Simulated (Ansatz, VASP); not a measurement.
# Ta in VASP and in Ansatz

```
CELL_PARAMETERS angstrom
-1.66865 1.66865 1.66865
1.66865 -1.66865 1.66865
1.66865 1.66865 -1.66865
ATOMIC_POSITIONS crystal
Ta 0.00000 0.00000 0.00000
```

Alike in both runs: task single point; functional r2SCAN; k mesh 18 × 18 × 18; occupations gaussian, width 0.1 eV; no spin polarisation.

```csv
,VASP,Ansatz
version,VASP 6.6.1,Ansatz 0.2.0
potentials or method,"VASP PAW PBE potentials, release 64 (Ta_pv), cutoff 520 eV","scalar-relativistic, plane waves, PAW"
valence electrons in the cell,11,13
```

```csv
,VASP,Ansatz,Ansatz less VASP
gap on the k mesh at the Fermi level (eV),none,none,-
pressure (GPa),-5.1,-5.7,-0.55
```

VASP's potentials were made for PBE, not for r2SCAN. A gap of «none» marks a metal or a gap that the smearing closes. VASP's potentials hold 11 valence electrons a cell and Ansatz's 13, so a difference there can come from the potentials and not from the codes.

Spin-orbit coupling is off throughout.
